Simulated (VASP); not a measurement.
# Li (P6/mmm) in VASP: a series of runs

Li is run at these levels: PBE; tasks: single point.

Everything below comes from runs of VASP 6.6.1. Logs are shortened: lines on timing, memory, paths and dates and some standing lists are left out, and cuts for length are marked.

## (1) The cell of the first run

It takes space group P6/mmm (No. 191, hexagonal). Conventional cell: a = 5.058 Å, b = 5.058 Å, c = 2.961 Å, α = 90.00°, β = 90.00°, γ = 120.00°. Li (site symmetry 6/mmm) has 14 Li at 2.96 to 3.27 Å within 3.9 Å. Within 3.8 Å of Li (site symmetry -6m2) lie 11 Li at 2.92 to 3.27 Å.

This isn't the form of Li at room conditions, which is bcc.

## (2) Single point, PBE (21.87 Å³/atom)

Contents of INCAR:

```
PREC = Accurate
ENCUT = 520
EDIFF = 1E-7
ISMEAR = -1
SIGMA = 0.1
LREAL = F
LASPH = T
NELM = 80
ALGO = Normal
ISIF = 2
LWAVE = F
LCHARG = F
GGA = PE
NBANDS = 12
```

Contents of KPOINTS:

```
Automatic mesh
0
Gamma
  8 8 12
```

Contents of POSCAR:

```
Li
1.0
    5.0583124938      0.0000000000      0.0000000000
   -2.5291562469      4.3806271200      0.0000000000
    0.0000000000      0.0000000000      2.9606806984
Li
3
Direct
    1.0000000000      0.0000000000      1.0000000000
    0.3333333333      0.6666666667      0.5000000000
    0.6666666667      0.3333333333      0.5000000000
```

Potentials or basis: VASP PAW PBE potentials, release 64 (Li_sv).

Command:

```bash
$ cat potpaw_PBE.64/Li_sv/POTCAR > POTCAR
$ mpirun -np 1 vasp_std > vasp.out
```

OUTCAR:

```text
PREC = Accurate
   ENCUT = 520
   EDIFF = 1E-7
   ISMEAR = -1
   LREAL = F
   LASPH = T
   NELM = 80
   ISIF = 2
   GGA = PE

 ion  position               nearest neighbor table
   1  0.000  0.000  0.000-
   2  0.333  0.667  0.500-
   3  0.667  0.333  0.500-

  LATTYP: Found a hexagonal cell.
 ALAT       =     5.0583124938
 C/A-ratio  =     0.5853099630

  Lattice vectors:

 A1 = (   5.0583124938,   0.0000000000,   0.0000000000)
 A2 = (  -2.5291562469,   4.3806271200,   0.0000000000)
 A3 = (   0.0000000000,   0.0000000000,   2.9606806984)

Analysis of symmetry for initial positions (statically):
=====================================================================
 Subroutine PRICEL returns:
 Original cell was already a primitive cell.

 Routine SETGRP: Setting up the symmetry group for a
 hexagonal supercell.

 Subroutine GETGRP returns: Found 24 space group operations
 (whereof 24 operations were pure point group operations)
 out of a pool of 24 trial point group operations.

The static configuration has the point symmetry D_6h.

Analysis of symmetry for dynamics (positions and initial velocities):
=====================================================================
 Subroutine PRICEL returns:
 Original cell was already a primitive cell.

 Routine SETGRP: Setting up the symmetry group for a
 hexagonal supercell.

 Subroutine GETGRP returns: Found 24 space group operations
 (whereof 24 operations were pure point group operations)
 out of a pool of 24 trial point group operations.

The dynamic configuration has the point symmetry D_6h.

 Subroutine INISYM returns: Found 24 space group operations
 (whereof 24 operations are pure point group operations),
 and found     1 'primitive' translations

----------------------------------------------------------------------------------------

                                     Primitive cell

  volume of cell :      65.6045

  direct lattice vectors                    reciprocal lattice vectors
     5.058312494  0.000000000  0.000000000     0.197694389  0.114138909  0.000000000
    -2.529156247  4.380627120  0.000000000     0.000000000  0.228277818  0.000000000
     0.000000000  0.000000000  2.960680698     0.000000000  0.000000000  0.337760165

  length of vectors
     5.058312494  5.058312494  2.960680698     0.228277818  0.228277818  0.337760165

  position of ions in fractional coordinates (direct lattice)
     0.000000000  0.000000000  0.000000000
     0.333333333  0.666666667  0.500000000
     0.666666667  0.333333333  0.500000000

  ion indices of the primitive-cell ions
   primitive index   ion index
                 1           1
                 2           2
                 3           3

----------------------------------------------------------------------------------------

 KPOINTS: Automatic mesh

Automatic generation of k-mesh.
 Grid dimensions read from file:
 generate k-points for:    8    8   12

 Generating k-lattice:

  Cartesian coordinates                     Fractional coordinates (reciprocal lattice)
     0.024711799  0.014267364  0.000000000     0.125000000  0.000000000  0.000000000
     0.000000000  0.028534727  0.000000000     0.000000000  0.125000000  0.000000000
     0.000000000  0.000000000  0.028146680     0.000000000  0.000000000  0.083333333

  Length of vectors
     0.028534727  0.028534727  0.028146680

  Shift w.r.t. Gamma in fractional coordinates (k-lattice)
     0.000000000  0.000000000  0.000000000

 Subroutine IBZKPT returns following result:
 ===========================================

 Found     70 irreducible k-points:

 Following reciprocal coordinates:
            Coordinates               Weight
  0.000000  0.000000  0.000000      1.000000
  0.125000  0.000000  0.000000      6.000000
  0.250000  0.000000  0.000000      6.000000
  0.375000  0.000000  0.000000      6.000000
  0.500000  0.000000  0.000000      3.000000
  0.125000  0.125000  0.000000      6.000000
[... 16 lines left out ...]
  0.250000  0.000000  0.166667     12.000000
  0.375000  0.000000  0.166667     12.000000
 [... further k-points ...]
   k-points           NKPTS =     70   k-points in BZ     NKDIM =     70   number of bands    NBANDS=     12
   number of dos      NEDOS =    301   number of ions     NIONS =      3
   total plane-waves  NPLWV =  38400
   dimension x,y,z NGX =    40 NGY =   40 NGZ =   24
   dimension x,y,z NGXF=    80 NGYF=   80 NGZF=   48
   ions per type =               3
   NGX,Y,Z   is equivalent  to a cutoff of  13.15, 13.15, 13.48 a.u.
   NGXF,Y,Z  is equivalent  to a cutoff of  26.29, 26.29, 26.95 a.u.
 SYSTEM =  unknown system
   PREC   = accura    normal or accurate (medium, high low for compatibility)
   ISTART =      0    job   : 0-new  1-cont  2-samecut
   ICHARG =      2    charge: 1-file 2-atom 10-const
   ISPIN  =      1    spin polarized calculation?
   LNONCOLLINEAR =      F non collinear calculations
   LSORBIT =      F    spin-orbit coupling
   LASPH  =      T    aspherical Exc in radial PAW
   ENCUT  =  520.0 eV  38.22 Ry    6.18 a.u.   9.41  9.41  5.50*2*pi/ulx,y,z
   NELM   =     80;   NELMIN=  2; NELMDL= -5     # of ELM steps
   EDIFF  = 0.1E-06   stopping-criterion for ELM
   LREAL  =      F    real-space projection
   EDIFFG = 0.1E-05   stopping-criterion for IOM
   NSW    =      0    number of steps for IOM
   IBRION =     -1    ionic relax: 0-MD 1-quasi-New 2-CG
   NFREE  =      0    steps in history (QN), initial steepest desc. (CG)
   ISIF   =      2    stress and relaxation
   ISYM   =      2    0-nonsym 1-usesym 2-fastsym
   POTIM  = 0.5000    time-step for ionic-motion
   TEBEG  =    0.0;   TEEND  =   0.0 temperature during run
   PSTRESS=    0.0 pullay stress
   NELECT =       9.0000    total number of electrons
   NUPDOWN=      -1.0000    fix difference up-down
   EMIN   =  10.00;   EMAX   =-10.00  energy-range for DOS
   EFERMI =   0.00;   METHOD = LEGACY
   ISMEAR =    -1;   SIGMA  =   0.10  broadening in eV -4-tet -1-fermi 0-gaus
   EFERMI_NEDOS =   21; number of points for ismear=-14 and -15
   IALGO  =     38    algorithm
   IMIX   =      4    mixing-type and parameters
     AMIX     =   0.40;   BMIX     =  1.00
     AMIX_MAG =   1.60;   BMIX_MAG =  1.00
  volume/ion in A,a.u.               =      21.87       147.57
  Fermi-wavevector in a.u.,A,eV,Ry     =   0.844328  1.595548  9.699453  0.712890
  Thomas-Fermi vector in A             =   1.959339
   LORBIT       =      0    0 simple, 1 ext, 2 COOP (PROOUT), +10 PAW based schemes
   GGA     = PE    functional components
   LHFCALC =     F    Hartree Fock is set to
   AEXX    =    0.0000 exact exchange contribution
   IVDW    =     0    specifies the selected vdW correction
   LEPSILON=     F    determine dielectric tensor
   LRPA    =     F    only Hartree local field effects (RPA)
 non-spin polarized calculation
  energy-cutoff  :      520.00
  volume of cell :       65.60
 maximum number of plane-waves:      1800
 NGX is ok and might be reduce to    40
   NGX = 19   NGY = 19   NGZ = 11

 number of electron       9.0000004 magnetization

 Free energy of the ion-electron system (eV)
  ---------------------------------------------------
  ext. energy  EPLUGINS =         0.00000000
  ---------------------------------------------------
  free energy    TOTEN  =        -5.68879926 eV

  energy without entropy =       -5.63908105  energy(sigma->0) =       -5.66394015

 E-fermi :   0.4185     XC(G=0):  -6.8618

 val. band max:        0.3951907282   @ k =   0.2500   0.1250   0.0000
 cond. band min:       0.4248132239   @ k =   0.2500   0.2500   0.2500
 fundamental gap:      0.0296224957
 Fermi energy:         0.4185196409

 k-point     1 :       0.0000    0.0000    0.0000
  band No.  band energies     occupation
      1     -46.2966      2.00000
      2     -46.2811      2.00000
      3     -46.1863      2.00000
      4      -3.0377      2.00000
      5       2.4395      0.00000
      6       2.4395      0.00000
      7       2.4979      0.00000
      8       2.4979      0.00000
      9       5.8472      0.00000
     10       5.9819      0.00000
     11      10.0939      0.00000
     12      13.9824      0.00000

 k-point     2 :       0.1250    0.0000    0.0000
  band No.  band energies     occupation
      1     -46.2960      2.00000
      2     -46.2816      2.00000
      3     -46.1863      2.00000
      4      -2.9446      2.00000
      5       1.3861      0.00013
      6       1.6274      0.00001
      7       3.1565      0.00000
      8       3.5471      0.00000
      9       6.2100      0.00000
     10       6.3737      0.00000
     11      10.2058      0.00000
     12      13.2493      0.00000

 k-point     3 :       0.2500    0.0000    0.0000
  band No.  band energies     occupation
      1     -46.2945      2.00000
      2     -46.2831      2.00000
      3     -46.1864      2.00000
      4      -2.6658      2.00000
      5       0.2729      1.62198
      6       1.0259      0.00460
      7       3.3166      0.00000
      8       4.8579      0.00000
      9       6.9375      0.00000
     10       7.6506      0.00000
     11      10.5392      0.00000
     12      11.9160      0.00000
[... 286 lines left out ...]
 k-point    23 :       0.2500    0.0000    0.1667
  band No.  band energies     occupation
      1     -46.2923      2.00000
      2     -46.2810      2.00000
      3     -46.1843      2.00000
      4      -2.3009      2.00000
      5       0.6744      0.14371
      6       1.4900      0.00004
      7       3.5304      0.00000
      8       5.3075      0.00000
      9       6.3877      0.00000
     10       7.3373      0.00000
     11       8.7564      0.00000
     12      11.3326      0.00000

 k-point    24 :       0.3750    0.0000    0.1667
  band No.  band energies     occupation
      1     -46.2903      2.00000
      2     -46.2829      2.00000
      3     -46.1843      2.00000
      4      -1.8325      2.00000
      5      -0.3370      1.99895
      6       1.1293      0.00164
      7       3.4489      0.00000
      8       6.8286      0.00000
      9       7.2957      0.00000
     10       8.4381      0.00000
     11       9.1244      0.00000
     12      10.3377      0.00000

 [... further k-points ...]

------------------------ aborting loop because EDIFF is reached ----------------------------------------

  FORCE on cell =-STRESS in cart. coord.  units (eV):
  Direction    XX          YY          ZZ          XY          YZ          ZX
  --------------------------------------------------------------------------------------
  -------------------------------------------------------------------------------------
  Total       -0.4287897     -0.4287897     -0.3348746      0.0000000     -0.0000000     -0.0000000
  in kB      -10.4718024    -10.4718024     -8.1782300      0.0000000     -0.0000000     -0.0000000
  external PRESSURE =      -9.7072783 kB  Pullay stress =       0.0000000 kB

 VOLUME and BASIS-vectors are now :
 -----------------------------------------------------------------------------
  energy-cutoff  :      520.00
  volume of cell :       65.60
      direct lattice vectors                 reciprocal lattice vectors
     5.058312494  0.000000000  0.000000000     0.197694389  0.114138909  0.000000000
    -2.529156247  4.380627120  0.000000000     0.000000000  0.228277818  0.000000000
     0.000000000  0.000000000  2.960680698     0.000000000  0.000000000  0.337760165

 POSITION                                       TOTAL-FORCE (eV/Angst)
 -----------------------------------------------------------------------------------
      0.00000      0.00000      0.00000        -0.000000      0.000000      0.000000
     -0.00000      2.92042      1.48034        -0.000000      0.000000      0.000000
      2.52916      1.46021      1.48034         0.000000      0.000000     -0.000000
 -----------------------------------------------------------------------------------
    total drift:                               -0.000000      0.000000      0.000000

  FREE ENERGIE OF THE ION-ELECTRON SYSTEM (eV)
  ---------------------------------------------------
  free  energy   TOTEN  =        -5.6887992638 eV

  energy  without entropy=       -5.6390810451  energy(sigma->0) =       -5.66394015
```

Wall time 56 s (1 thread of Intel Xeon Platinum 8488C (Sapphire Rapids), shared host); peak memory 0.19 GiB.

Results:

| Property | Result |
| --- | --- |
| Free energy | -5.6888 eV |
| Band gap on the k mesh | zero (an odd number of electrons rules out a gap without spin polarisation) |

Caveat: the cutoff is under 1.25 times the usual one of these potentials, so pressure, stress and relaxed cells hold a basis-set (Pulay) error.

## (3) Single point, PBE (22.68 Å³/atom)

This run uses another cell than the first one, of 22.68 Å³/atom.

Contents of INCAR:

```
SYSTEM = Li
ALGO = Normal ; EDIFF = 1E-7
ENCUT = 520 ; GGA = PE
ISIF = 2 ; ISMEAR = -1
LASPH = .True. ; LCHARG = .True.
LELF = .True. ; LREAL = .False.
LVHAR = .True. ; LWAVE = .False.
NBANDS = 12 ; NELM = 80
PREC = Accurate ; SIGMA = 0.1
```

Contents of KPOINTS:

```
k-points
0
Gamma
  8 8 12
  0 0 0
```

Contents of POSCAR:

```
Li
1.0
    5.1200053117      0.0000000000      0.0000000000
   -2.5600026558      4.4340546675      0.0000000000
    0.0000000000      0.0000000000      2.9967901193
Li
3
Direct
    1.0000000000      0.0000000000      1.0000000000
    0.3333333333      0.6666666667      0.5000000000
    0.6666666667      0.3333333333      0.5000000000
```

Potentials or basis: VASP PAW PBE potentials, release 64 (Li_sv).

Command:

```bash
$ cat potpaw_PBE.64/Li_sv/POTCAR > POTCAR
$ mpirun -np 1 vasp_std > vasp.out
```

OUTCAR:

```text
SYSTEM = Li
   EDIFF = 1E-7
   ENCUT = 520
   GGA = PE
   ISIF = 2
   ISMEAR = -1
   LASPH = .True.
   LREAL = .False.
   NELM = 80
   PREC = Accurate

 ion  position               nearest neighbor table
   1  0.000  0.000  0.000-
   2  0.333  0.667  0.500-
   3  0.667  0.333  0.500-

  LATTYP: Found a hexagonal cell.
 ALAT       =     5.1200053117
 C/A-ratio  =     0.5853099630

  Lattice vectors:

 A1 = (   5.1200053117,   0.0000000000,   0.0000000000)
 A2 = (  -2.5600026558,   4.4340546675,   0.0000000000)
 A3 = (   0.0000000000,   0.0000000000,   2.9967901193)

Analysis of symmetry for initial positions (statically):
=====================================================================
 Subroutine PRICEL returns:
 Original cell was already a primitive cell.

 Routine SETGRP: Setting up the symmetry group for a
 hexagonal supercell.

 Subroutine GETGRP returns: Found 24 space group operations
 (whereof 24 operations were pure point group operations)
 out of a pool of 24 trial point group operations.

The static configuration has the point symmetry D_6h.

[... 174 lines left out ...]
      4      -3.0821      2.00000
      5       2.3099      0.00000
      6       2.3099      0.00000
      7       2.3688      0.00000
      8       2.3689      0.00000
      9       5.5621      0.00000
     10       5.6843      0.00000
     11       9.7641      0.00000
     12      13.5394      0.00000
[... 331 lines left out ...]
 k-point    24 :       0.3750   -0.0000    0.1667
  band No.  band energies     occupation
      1     -46.4477      2.00000
      2     -46.4413      2.00000
      3     -46.3451      2.00000
      4      -1.8948      2.00000
      5      -0.4226      1.99886
      6       1.0325      0.00168
      7       3.2541      0.00000
      8       6.5914      0.00000
      9       7.0355      0.00000
     10       8.1354      0.00000
     11       8.8041      0.00000
     12      10.0086      0.00000

 [... further k-points ...]

------------------------ aborting loop because EDIFF is reached ----------------------------------------

  FORCE on cell =-STRESS in cart. coord.  units (eV):
  Direction    XX          YY          ZZ          XY          YZ          ZX
  --------------------------------------------------------------------------------------
  -------------------------------------------------------------------------------------
  Total       -0.5983170     -0.5983170     -0.4936638     -0.0000000      0.0000000     -0.0000000
  in kB      -14.0901016    -14.0901016    -11.6255662     -0.0000000      0.0000000     -0.0000000
  external PRESSURE =     -13.2685898 kB  Pullay stress =       0.0000000 kB

 VOLUME and BASIS-vectors are now :
 -----------------------------------------------------------------------------
  energy-cutoff  :      520.00
  volume of cell :       68.03
      direct lattice vectors                 reciprocal lattice vectors
     5.120005312  0.000000000  0.000000000     0.195312297  0.112763607  0.000000000
    -2.560002656  4.434054667  0.000000000     0.000000000  0.225527215  0.000000000
     0.000000000  0.000000000  2.996790119     0.000000000  0.000000000  0.333690369

 POSITION                                       TOTAL-FORCE (eV/Angst)
 -----------------------------------------------------------------------------------
      0.00000      0.00000      0.00000        -0.000000      0.000000     -0.000000
     -0.00000      2.95604      1.49840        -0.000000      0.000000     -0.000000
      2.56000      1.47802      1.49840         0.000000      0.000000      0.000000
 -----------------------------------------------------------------------------------
    total drift:                               -0.000000      0.000000      0.000000

  FREE ENERGIE OF THE ION-ELECTRON SYSTEM (eV)
  ---------------------------------------------------
  free  energy   TOTEN  =        -5.6728471421 eV

  energy  without entropy=       -5.6224886185  energy(sigma->0) =       -5.64766788
```

OSZICAR:

```text
N       E                     dE             d eps       ncg     rms          rms(c)
DAV:   1     0.261578159650E+02    0.26158E+02   -0.35131E+03  1680   0.650E+02
DAV:   2     0.589567371565E+00   -0.25568E+02   -0.24932E+02  2004   0.149E+02
DAV:   3    -0.557611417884E+01   -0.61657E+01   -0.61077E+01  3280   0.379E+01
DAV:   4    -0.567535103477E+01   -0.99237E-01   -0.99176E-01  2120   0.818E+00
DAV:   5    -0.567850710637E+01   -0.31561E-02   -0.31560E-02  2628   0.113E+00    0.507E-01
DAV:   6    -0.567480007946E+01    0.37070E-02   -0.89518E-04  2804   0.195E-01    0.295E-01
DAV:   7    -0.567284882846E+01    0.19513E-02   -0.27615E-03  3328   0.251E-01    0.555E-02
DAV:   8    -0.567286432104E+01   -0.15493E-04   -0.13950E-04  2236   0.105E-01    0.529E-02
DAV:   9    -0.567284869892E+01    0.15622E-04   -0.27965E-05  2760   0.492E-02    0.211E-03
DAV:  10    -0.567284781243E+01    0.88649E-06   -0.25842E-06  2276   0.128E-02    0.613E-04
DAV:  11    -0.567284721898E+01    0.59345E-06   -0.18691E-07  2064   0.308E-03    0.191E-04
DAV:  12    -0.567284714207E+01    0.76911E-07   -0.24237E-08  1296   0.126E-03
   1 F= -.56728471E+01 E0= -.56476679E+01  d E =-.503585E-01
```

stdout:

```text
POSCAR found type information on POSCAR Li
 POSCAR found :  1 types and       3 ions
 scaLAPACK will be used
 LDA part: xc-table for (Slater+PW92), standard interpolation
 POSCAR, INCAR and KPOINTS ok, starting setup
 FFT: planning ... GRIDC
 FFT: planning ... GRID_SOFT
 FFT: planning ... GRID
 WAVECAR not read
 entering main loop
```

Wall time 50 s (1 thread of Intel Xeon Platinum 8488C (Sapphire Rapids), shared host); peak memory 0.19 GiB.

What came out:

| Quantity | Value |
| --- | --- |
| Free energy | -5.6728 eV |
| Band gap on the k mesh | zero (an odd number of electrons rules out a gap without spin polarisation) |

Caveat: the cutoff is under 1.25 times the usual one of these potentials, so pressure, stress and relaxed cells hold a basis-set (Pulay) error.

The gap in the log of VASP goes by the Fermi energy; the results here count the filled bands.